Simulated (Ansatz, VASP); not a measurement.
Two plane-wave programs on Te2Mo

INCAR

```
SYSTEM = Te2Mo
PREC = Accurate
ENCUT = 520
EDIFF = 1E-6
ISMEAR = 0
SIGMA = 0.012
LREAL = .FALSE.
LASPH = .TRUE.
NELM = 80
ALGO = Normal
ISIF = 2
LWAVE = .FALSE.
LCHARG = .TRUE.
GGA = PE
LELF = .TRUE.
LVHAR = .TRUE.
NBANDS = 64
```

Contents of KPOINTS:

```
Automatic mesh
0
G
  9 9 1
  0 0 0
```

POSCAR

```
Te2Mo
1.0
    3.5613831954      0.0000000000      0.0000000000
   -1.7806915977      3.0842483198      0.0000000000
    0.0000000000      0.0000000000     38.9902681400
Te Mo
8 4
Direct
    0.3333333333      0.6666666667      0.3282231700
    0.3333333333      0.6666666667      0.9518180900
    0.6666666667      0.3333333333      0.1400809200
    0.6666666667      0.3333333333      0.7636306700
    0.6666666667      0.3333333333      0.0481819100
    0.6666666667      0.3333333333      0.6717768300
    0.3333333333      0.6666666667      0.2363693300
    0.3333333333      0.6666666667      0.8599190800
    0.6666666667      0.3333333333      0.2823380000
    0.6666666667      0.3333333333      0.9058588400
    0.3333333333      0.6666666667      0.0941411600
    0.3333333333      0.6666666667      0.7176620000
```

The input input.yaml:

```yaml
crystal:
  lattice:
    - [3.5613831954, 0.0, 0.0]
    - [-1.7806915977, 3.0842483198, 0.0]
    - [0.0, 0.0, 38.99026814]
  atoms:
    - { symbol: Te, position: [0.3333333333, 0.6666666667, 0.32822317] }
    - { symbol: Te, position: [0.3333333333, 0.6666666667, 0.95181809] }
    - { symbol: Te, position: [0.6666666667, 0.3333333333, 0.14008092] }
    - { symbol: Te, position: [0.6666666667, 0.3333333333, 0.76363067] }
    - { symbol: Te, position: [0.6666666667, 0.3333333333, 0.04818191] }
    - { symbol: Te, position: [0.6666666667, 0.3333333333, 0.67177683] }
    - { symbol: Te, position: [0.3333333333, 0.6666666667, 0.23636933] }
    - { symbol: Te, position: [0.3333333333, 0.6666666667, 0.85991908] }
    - { symbol: Mo, position: [0.6666666667, 0.3333333333, 0.282338] }
    - { symbol: Mo, position: [0.6666666667, 0.3333333333, 0.90585884] }
    - { symbol: Mo, position: [0.3333333333, 0.6666666667, 0.09414116] }
    - { symbol: Mo, position: [0.3333333333, 0.6666666667, 0.717662] }
hamiltonian:
  xc: pbe
  pseudopotentials: { kind: paw }
kpoints:
  mp_grid: { grid: [9, 9, 1] }
scf:
  occupations: { method: gaussian, width: 0.012 }
output:
  forces: true
  stress: true
  eigenvalues: true
```

Alike in both runs: task single point; functional PBE; k mesh 9 × 9 × 1; occupations gaussian, width 0.012 eV; no spin polarisation.

```csv
,VASP,Ansatz
version,VASP 6.6.1,Ansatz 0.2.0
potentials or method,"VASP PAW PBE potentials, release 64 (Te, Mo_sv)",Ansatz PAW
plane-wave cutoff (eV),520,420
valence electrons in the cell,104,184
```

|  | VASP | Ansatz | Ansatz less VASP |
| --- | --- | --- | --- |
| gap on the k mesh at the Fermi level (eV) | 0.99 | 1.00 | +0.008 |
| least direct gap on the mesh (eV) | 1.00 | 1.00 | +0.001 |
| rms of the force components (eV/Å) | 0.097 | 0.091 | -0.0063 |

Atom by atom the forces differ by 0.006 eV/Å (rms over components). With one functional, cell and mesh, what is left measures potentials, basis and numerics. VASP's potentials hold 104 valence electrons a cell and Ansatz's 184, so a difference there can come from the potentials and not from the codes.

Neither program's run includes spin-orbit coupling. Noted on Ansatz's run: odd divisions of the mesh miss points on the zone boundary, where band edges often lie, so the gap on the mesh can be too wide.
